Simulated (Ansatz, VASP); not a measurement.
# One calculation of GaP, two programs

```
Ga P
1.0
     0.00000    2.75330    2.75330
     2.75330    0.00000    2.75330
     2.75330    2.75330    0.00000
Ga P
1 1
Cartesian
  0.0000 0.0000 0.0000
  1.3767 1.3767 1.3767
```

Alike in both runs: functional PBE; k mesh 10 × 10 × 10; occupations gaussian, width 0.02 eV; no spin polarisation.

Ansatz relaxed the structure, and its values are those at the end. VASP's run is a single point on that final structure, the one shown.

```csv
,VASP,Ansatz
version,VASP 6.6.1,Ansatz 0.2.0
potentials or method,"VASP PAW PBE potentials, release 64 (Ga_d, P), cutoff 500 eV","scalar-relativistic, plane waves, PAW"
valence electrons in the cell,18,18
```

Ansatz gave:

```
gap on the k mesh at the Fermi level (eV) : 1.58
least direct gap on the mesh (eV)         : 1.58
pressure (GPa)                            : 0.0
```

**Question.** What did VASP give for the same quantities?

**Answer.** gap on the k mesh at the Fermi level (eV): 1.57; least direct gap on the mesh (eV): 1.57; pressure (GPa): -0.1.
